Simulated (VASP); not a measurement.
**BN: single point with PBE**

BN:

```xyz
4
Lattice="2.4562 0.0000 0.0000 -1.2281 2.1271 0.0000 0.0000 0.0000 4.0626" Properties=species:S:1:pos:R:3 pbc="T T T"
B     1.2281    0.7090    4.0618
B     0.0000    1.4181    2.0305
N     1.2281    0.7090    2.5400
N     0.0000    1.4181    0.5087
```

This cell differs from its parent crystal: volume changed by -10%.

```yaml
Program: VASP 6.6.1
Task: single point
Functional: PBE
Potentials_or_basis: VASP PAW PBE potentials, release 64 (B, N)
Cutoff: 520 eV
k_mesh: 6 × 6 × 4
Occupations: gaussian, width 0.01 eV
Spin: no spin polarisation
```

| Item | Value |
| --- | --- |
| Pressure | 54.9 GPa |
| Largest force | 0.093 eV/Å |
| Band gap on the k mesh | 4.99 eV, indirect (least direct gap 8.81 eV) |

Forces in eV/Å, atoms in the order of the input:
```
B    0.000  0.000 -0.093
B    0.000  0.000 -0.093
N    0.000  0.000  0.093
N    0.000  0.000  0.093
```

Stress tensor (GPa, compression positive):
```
54.77  0.00  0.00
 0.00 54.77  0.00
 0.00  0.00 55.13
```

Levels at points of the mesh, in eV from the valence-band top:
| k point | band 6 | band 7 | band 8 | band 9 | band 10 | band 11 |
| --- | --- | --- | --- | --- | --- | --- |
| (0.00, 0.00, 0.00) | -0.31 | 0.00 | 0.00 | 8.81 | 8.81 | 9.19 |
| (0.50, 0.00, 0.00) | -5.56 | -4.98 | -2.35 | 7.10 | 8.30 | 11.18 |
| (0.00, 0.00, 0.50) | -1.32 | -1.32 | -1.32 | 10.49 | 10.49 | 10.51 |
| (0.50, 0.00, 0.50) | -4.21 | -3.94 | -3.94 | 6.98 | 6.98 | 10.78 |

Wall time 4.9 s on 1 thread of Intel(R) Xeon(R) Platinum 8488C (Sapphire Rapids), on a shared host, peak memory 0.12 GiB.

Caveat: the k points lie up to 0.49 Å⁻¹ apart. A k mesh can miss the band edges.
